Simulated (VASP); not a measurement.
# MnO (Fm-3m) in VASP: notebook, part 2 of 2

VASP 6.6.1.

## (4) Single point, LDA, collinear spin, ferromagnetic start

This run uses another cell than the first one, of 9.45 Å³/atom, 0.859 times its volume.

Contents of INCAR:

```
SYSTEM = MnO
  ALGO = Normal
  EDIFF = 1E-6
  ENCUT = 520
  ISIF = 2
  ISMEAR = -1
  ISPIN = 2
  LASPH = .True.
  LCHARG = .False.
  LMAXMIX = 4
  LORBIT = 11
  LREAL = .False.
  LWAVE = .False.
  MAGMOM = 4 0
  NBANDS = 20
  NELM = 150
  PREC = Accurate
  SIGMA = 0.05
```

Contents of KPOINTS:

```
k-points
0
Gamma
  10 10 10
  0 0 0
```

Contents of POSCAR:

```
MnO
1.0
    0.0000000000      2.1140482597      2.1140482597
    2.1140482597      0.0000000000      2.1140482597
    2.1140482597      2.1140482597      0.0000000000
Mn O
1 1
Direct
    0.0000000000      0.0000000000      0.0000000000
    0.5000000000      0.5000000000      0.5000000000
```

Potentials or basis: VASP PAW LDA potentials, release 64 (Mn_pv, O).

On the command line:

```console
$ cat potpaw_LDA.64/Mn_pv/POTCAR potpaw_LDA.64/O/POTCAR > POTCAR
$ mpirun -np 1 vasp_std > vasp.out
```

OUTCAR:

```text
SYSTEM = MnO
   EDIFF = 1E-6
   ENCUT = 520
   ISIF = 2
   ISMEAR = -1
   ISPIN = 2
   LASPH = .True.
   LORBIT = 11
   LREAL = .False.
   NELM = 150
   PREC = Accurate

 ion  position               nearest neighbor table
   1  0.000  0.000  0.000-   2 2.11   2 2.11   2 2.11   2 2.11   2 2.11   2 2.11
   2  0.500  0.500  0.500-   1 2.11   1 2.11   1 2.11   1 2.11   1 2.11   1 2.11

  LATTYP: Found a face centered cubic cell.
 ALAT       =     4.2280965194

  Lattice vectors:

 A1 = (   0.0000000000,   2.1140482597,   2.1140482597)
 A2 = (   2.1140482597,   0.0000000000,   2.1140482597)
 A3 = (   2.1140482597,   2.1140482597,   0.0000000000)

[... 1316 lines left out ...]

 VOLUME and BASIS-vectors are now :
 -----------------------------------------------------------------------------
  energy-cutoff  :      520.00
  volume of cell :       18.90
      direct lattice vectors                 reciprocal lattice vectors
     0.000000000  2.114048260  2.114048260    -0.236513049  0.236513049  0.236513049
     2.114048260  0.000000000  2.114048260     0.236513049 -0.236513049  0.236513049
     2.114048260  2.114048260  0.000000000     0.236513049  0.236513049 -0.236513049

 POSITION                                       TOTAL-FORCE (eV/Angst)
 -----------------------------------------------------------------------------------
      0.00000      0.00000      0.00000        -0.000000      0.000000      0.000000
      2.11405      2.11405      2.11405         0.000000     -0.000000      0.000000
 -----------------------------------------------------------------------------------
    total drift:                                0.000000     -0.000000     -0.000000

  FREE ENERGIE OF THE ION-ELECTRON SYSTEM (eV)
  ---------------------------------------------------
  free  energy   TOTEN  =       -17.7968954323 eV

  energy  without entropy=      -17.7844679117  energy(sigma->0) =      -17.79068167

 total charge

# of ion       s       p       d       tot
------------------------------------------
    1        0.233   6.230   5.108  11.571
    2        1.552   3.434   0.000   4.986
--------------------------------------------------
tot          1.784   9.665   5.108  16.558

 magnetization (x)

# of ion       s       p       d       tot
------------------------------------------
    1        0.027   0.020   3.662   3.709
    2        0.032   0.126   0.000   0.158
--------------------------------------------------
tot          0.058   0.146   3.662   3.867
```

OSZICAR:

```text
N       E                     dE             d eps       ncg     rms          rms(c)
DAV:   1     0.165288385109E+03    0.16529E+03   -0.10160E+04  3788   0.116E+03
DAV:   2    -0.124254903711E+02   -0.17771E+03   -0.16621E+03  3828   0.334E+02
DAV:   3    -0.199466186399E+02   -0.75211E+01   -0.74401E+01  4304   0.739E+01
DAV:   4    -0.199943583306E+02   -0.47740E-01   -0.47726E-01  4252   0.607E+00
DAV:   5    -0.199947165640E+02   -0.35823E-03   -0.35823E-03  4272   0.522E-01    0.163E+01
DAV:   6    -0.181852962808E+02    0.18094E+01   -0.73503E+00  5232   0.349E+01    0.124E+01
DAV:   7    -0.178192219624E+02    0.36607E+00   -0.11901E+00  4608   0.168E+01    0.809E+00
DAV:   8    -0.178073204649E+02    0.11901E-01   -0.10786E-01  4164   0.242E+00    0.484E+00
DAV:   9    -0.177919647745E+02    0.15356E-01   -0.19879E-02  5112   0.167E+00    0.121E+00
DAV:  10    -0.177964995798E+02   -0.45348E-02   -0.55512E-03  4220   0.832E-01    0.458E-01
DAV:  11    -0.177968776550E+02   -0.37808E-03   -0.85914E-04  4984   0.327E-01    0.756E-02
DAV:  12    -0.177968963639E+02   -0.18709E-04   -0.16662E-04  4368   0.104E-01    0.266E-02
DAV:  13    -0.177968954323E+02    0.93157E-06   -0.21975E-06  3992   0.144E-02
   1 F= -.17796895E+02 E0= -.17790682E+02  d E =-.124275E-01  mag=     4.0322
```

stdout:

```text
POSCAR found type information on POSCAR MnO
 POSCAR found :  2 types and       2 ions
 scaLAPACK will be used
 LDA part: xc-table for (Slater(with rela. corr.)+CA(PZ))
 , standard interpolation
 POSCAR, INCAR and KPOINTS ok, starting setup
 FFT: planning ... GRIDC
 FFT: planning ... GRID_SOFT
 FFT: planning ... GRID
 WAVECAR not read
 entering main loop
```

Run time: 11 s. Hardware: 1 thread of Intel Xeon 6975P-C (Granite Rapids), shared host; peak memory 0.14 GiB.

What came out:

| Property | Result |
| --- | --- |
| Free energy | -17.7969 eV |
| Pressure | -1.2 GPa |
| Net moment | 4.03 μB per cell |
| Site moments | Mn +3.71; O +0.16 μB |
| Valence electrons inside the program's atomic spheres | Mn 11.57; O 4.99 |

Levels at points of the mesh, in eV from the Fermi level:
Spin up:
| k point | band 10 | band 11 | band 12 | band 13 | band 14 | band 15 |
| --- | --- | --- | --- | --- | --- | --- |
| (0.00, 0.00, 0.00) | -3.12 | -2.50 | -2.50 | 0.45 | 14.48 | 17.68 |
| (0.50, 0.00, 0.00) | -1.46 | 0.85 | 0.85 | 3.93 | 9.13 | 12.94 |
| (0.50, 0.50, 0.00) | -1.51 | -1.51 | -1.26 | 6.29 | 8.68 | 11.44 |
Spin down:
| k point | band 5 | band 6 | band 7 | band 8 | band 9 | band 10 |
| --- | --- | --- | --- | --- | --- | --- |
| (0.00, 0.00, 0.00) | -4.16 | -4.16 | -4.16 | -0.17 | -0.17 | -0.17 |
| (0.50, 0.00, 0.00) | -8.85 | -6.10 | -6.10 | 1.38 | 1.38 | 1.41 |
| (0.50, 0.50, 0.00) | -7.63 | -5.27 | -5.27 | -2.07 | 1.34 | 1.90 |

Caveat: a cell with one magnetic atom can't hold antiferromagnetic order, which such compounds often take; semilocal functionals often make such compounds metallic where correlation or magnetic order opens a gap, which also shifts bond lengths.

## (5) Single point, PBE, collinear spin, ferromagnetic start

Contents of INCAR:

```
  PREC = Accurate
  ENCUT = 520
  EDIFF = 1E-6
  ISMEAR = 0
  SIGMA = 0.02
  LREAL = False
  LASPH = True
  NELM = 150
  ALGO = Normal
  ISIF = 2
  LWAVE = False
  LCHARG = False
  ISPIN = 2
  MAGMOM = 4 0
  LORBIT = 11
  LMAXMIX = 4
  GGA = PE
  NBANDS = 20
```

Contents of KPOINTS:

```
Automatic mesh
0
Gamma
  10 10 10
```

Contents of POSCAR:

```
MnO
1.0
    0.0000000000      2.2239077028      2.2239077028
    2.2239077028      0.0000000000      2.2239077028
    2.2239077028      2.2239077028      0.0000000000
Mn O
1 1
Direct
    0.0000000000      0.0000000000      0.0000000000
    0.5000000000      0.5000000000      0.5000000000
```

Potentials or basis: VASP PAW PBE potentials, release 64 (Mn_pv, O).

On the command line:

```console
$ cat potpaw_PBE.64/Mn_pv/POTCAR potpaw_PBE.64/O/POTCAR > POTCAR
$ mpirun -np 1 vasp_std > vasp.out
```

OUTCAR:

```text
PREC = Accurate
   ENCUT = 520
   EDIFF = 1E-6
   ISMEAR = 0
   LREAL = False
   LASPH = True
   NELM = 150
   ISIF = 2
   ISPIN = 2
   LORBIT = 11
   GGA = PE

 ion  position               nearest neighbor table
   1  0.000  0.000  0.000-   2 2.22   2 2.22   2 2.22   2 2.22   2 2.22   2 2.22
   2  0.500  0.500  0.500-   1 2.22   1 2.22   1 2.22   1 2.22   1 2.22   1 2.22

  LATTYP: Found a face centered cubic cell.
 ALAT       =     4.4478154056

  Lattice vectors:

 A1 = (   0.0000000000,   2.2239077028,   2.2239077028)
 A2 = (   2.2239077028,   0.0000000000,   2.2239077028)
 A3 = (   2.2239077028,   2.2239077028,   0.0000000000)

Analysis of symmetry for initial positions (statically):
=====================================================================
 Subroutine PRICEL returns:
 Original cell was already a primitive cell.

 Routine SETGRP: Setting up the symmetry group for a
 face centered cubic supercell.

 Subroutine GETGRP returns: Found 48 space group operations
 (whereof 48 operations were pure point group operations)
 out of a pool of 48 trial point group operations.

The static configuration has the point symmetry O_h .

Analysis of symmetry for dynamics (positions and initial velocities):
=====================================================================
 Subroutine PRICEL returns:
 Original cell was already a primitive cell.

 Routine SETGRP: Setting up the symmetry group for a
 face centered cubic supercell.

 Subroutine GETGRP returns: Found 48 space group operations
 (whereof 48 operations were pure point group operations)
 out of a pool of 48 trial point group operations.

The dynamic configuration has the point symmetry O_h .

Analysis of structural, dynamic, and magnetic symmetry:
=====================================================================
 Subroutine PRICEL returns:
 Original cell was already a primitive cell.

 Routine SETGRP: Setting up the symmetry group for a
 face centered cubic supercell.

 Subroutine GETGRP returns: Found 48 space group operations
[... 146 lines left out ...]
  ---------------------------------------------------
  free energy    TOTEN  =       -16.40261367 eV

  energy without entropy =      -16.40229234  energy(sigma->0) =      -16.40245301

 E-fermi :   7.5097     XC(G=0): -11.8517

 val. band max:        7.4931830669   @ k =  -0.2000   0.2000   0.0000
 cond. band min:       7.5103840547   @ k =  -0.3000   0.1000   0.0000
 fundamental gap:      0.0172009877
 Fermi energy:         7.5096561480

 spin component 1

 k-point     1 :       0.0000    0.0000    0.0000
  band No.  band energies     occupation
      1     -42.8475      1.00000
      2     -42.8475      1.00000
      3     -42.8475      1.00000
      4     -12.7282      1.00000
      5       3.7910      1.00000
      6       3.7910      1.00000
[... 541 lines left out ...]
     19      32.2079      0.00000
     20      33.9719      0.00000

 [... further k-points ...]

 spin component 2

 k-point     1 :       0.0000    0.0000    0.0000
  band No.  band energies     occupation
      1     -38.1574      1.00000
      2     -38.1574      1.00000
      3     -38.1574      1.00000
      4     -12.2790      1.00000
      5       4.1845      1.00000
      6       4.1845      1.00000
[... 541 lines left out ...]
     19      33.2298      0.00000
     20      35.0054      0.00000

 [... further k-points ...]

------------------------ aborting loop because EDIFF is reached ----------------------------------------

  FORCE on cell =-STRESS in cart. coord.  units (eV):
  Direction    XX          YY          ZZ          XY          YZ          ZX
  --------------------------------------------------------------------------------------
  -------------------------------------------------------------------------------------
  Total        0.0516728      0.0516728      0.0516728     -0.0000000      0.0000000     -0.0000000
  in kB        3.7634999      3.7634999      3.7634999     -0.0000000      0.0000000     -0.0000000
  external PRESSURE =       3.7634999 kB  Pullay stress =       0.0000000 kB

 VOLUME and BASIS-vectors are now :
 -----------------------------------------------------------------------------
  energy-cutoff  :      520.00
  volume of cell :       22.00
      direct lattice vectors                 reciprocal lattice vectors
     0.000000000  2.223907703  2.223907703    -0.224829474  0.224829474  0.224829474
     2.223907703  0.000000000  2.223907703     0.224829474 -0.224829474  0.224829474
     2.223907703  2.223907703  0.000000000     0.224829474  0.224829474 -0.224829474

 POSITION                                       TOTAL-FORCE (eV/Angst)
 -----------------------------------------------------------------------------------
      0.00000      0.00000      0.00000        -0.000000     -0.000000     -0.000000
      2.22391      2.22391      2.22391         0.000000      0.000000      0.000000
 -----------------------------------------------------------------------------------
    total drift:                                0.000000     -0.000000     -0.000000

  FREE ENERGIE OF THE ION-ELECTRON SYSTEM (eV)
  ---------------------------------------------------
  free  energy   TOTEN  =       -16.4026136737 eV

  energy  without entropy=      -16.4022923389  energy(sigma->0) =      -16.40245301

 total charge

# of ion       s       p       d       tot
------------------------------------------
    1        0.202   6.176   4.974  11.353
    2        1.561   3.416   0.000   4.977
--------------------------------------------------
tot          1.763   9.592   4.974  16.329

 magnetization (x)

# of ion       s       p       d       tot
------------------------------------------
    1        0.034   0.026   4.295   4.355
    2        0.030   0.176   0.000   0.206
--------------------------------------------------
tot          0.064   0.202   4.295   4.561
```

stdout:

```text
POSCAR found type information on POSCAR MnO
 POSCAR found :  2 types and       2 ions
 scaLAPACK will be used
 LDA part: xc-table for (Slater+PW92), standard interpolation
 POSCAR, INCAR and KPOINTS ok, starting setup
 FFT: planning ... GRIDC
 FFT: planning ... GRID_SOFT
 FFT: planning ... GRID
 WAVECAR not read
 entering main loop
```

Wall time 14 s (1 thread of Intel Xeon 6975P-C (Granite Rapids), shared host); peak memory 0.16 GiB.

Results:

```
Free energy                                           : -16.4026 eV
Pressure                                              : 0.4 GPa
Net moment                                            : 4.80 μB per cell
Site moments                                          : Mn +4.36; O +0.21 μB
Valence electrons inside the program's atomic spheres : Mn 11.35; O 4.98
```

Caveat: a cell with one magnetic atom can't hold antiferromagnetic order, which such compounds often take; semilocal functionals often make such compounds metallic where correlation or magnetic order opens a gap, which also shifts bond lengths.

## (6) Overview

```tsv
level	potentials or basis	spin	cell	smearing	gap on the mesh (eV)	pressure (GPa)	moment (μB)
PBE	VASP PAW PBE potentials, release 64 (Mn_pv, O)	off	a = 3.145 Å, angles 60.0°, 2 atoms	fermi-dirac 0.05 eV	none	-33.7	-
PBE	VASP PAW PBE potentials, release 64 (Mn_pv, O)	collinear, ferromagnetic start	a = 3.145 Å, angles 60.0°, 2 atoms	fermi-dirac 0.05 eV	none	0.2	4.79
LDA	VASP PAW LDA potentials, release 64 (Mn_pv, O)	collinear, ferromagnetic start	a = 2.990 Å, angles 60.0°, 2 atoms	fermi-dirac 0.05 eV	none	-1.2	4.03
PBE	VASP PAW PBE potentials, release 64 (Mn_pv, O)	collinear, ferromagnetic start	a = 3.145 Å, angles 60.0°, 2 atoms	gaussian 0.02 eV	none	0.4	4.80
```

Alike in all rows: task single point; k mesh 10 × 10 × 10; cutoff (eV) 520.

Caveats: semilocal functionals often make such compounds metallic where correlation or magnetic order opens a gap, which also shifts bond lengths; a cell with one magnetic atom can't hold antiferromagnetic order, which such compounds often take (some runs); an odd number of electrons without spin polarisation forces a metal (some runs); a magnetic or distorted state may lie lower (some runs).

Total energies depend on the potentials used, so only differences within one code and one set of settings carry meaning.
